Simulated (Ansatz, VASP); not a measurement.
**Two plane-wave programs on GePt**

```
Ge Pt
1.0
     5.83002    0.00000    0.00000
     0.00000    3.74406    0.00000
     0.00000    0.00000    6.17672
Ge Pt
4 4
Direct
  0.18579 0.25000 0.58790
  0.31421 0.75000 0.08790
  0.68579 0.25000 0.91210
  0.81421 0.75000 0.41210
  0.99784 0.25000 0.19220
  0.50216 0.75000 0.69220
  0.49784 0.25000 0.30780
  0.00216 0.75000 0.80780
```

Alike in both runs: functional PBE; k mesh 4 × 6 × 4; occupations gaussian, width 0.1 eV; no spin polarisation.

Ansatz relaxed the structure, and its values are those at the end. VASP's run is a single point on that final structure, the one shown.

```csv
,VASP,Ansatz
version,VASP 6.6.1,Ansatz 0.2.0
potentials or method,"VASP PAW PBE potentials, release 64 (Ge_d, Pt), cutoff 520 eV","scalar-relativistic, plane waves, PAW"
valence electrons in the cell,96,128
```

```tsv
	VASP	Ansatz	Ansatz less VASP
gap on the k mesh at the Fermi level (eV)	none	none	-
pressure (GPa)	0.0	0.1	+0.03
rms of the force components (eV/Å)	0.008	0.008	-0.0006
```

A gap of «none» marks a metal or a gap that the smearing closes. VASP's potentials hold 96 valence electrons a cell and Ansatz's 128, so a difference there can come from the potentials and not from the codes.

Spin-orbit coupling is off throughout.
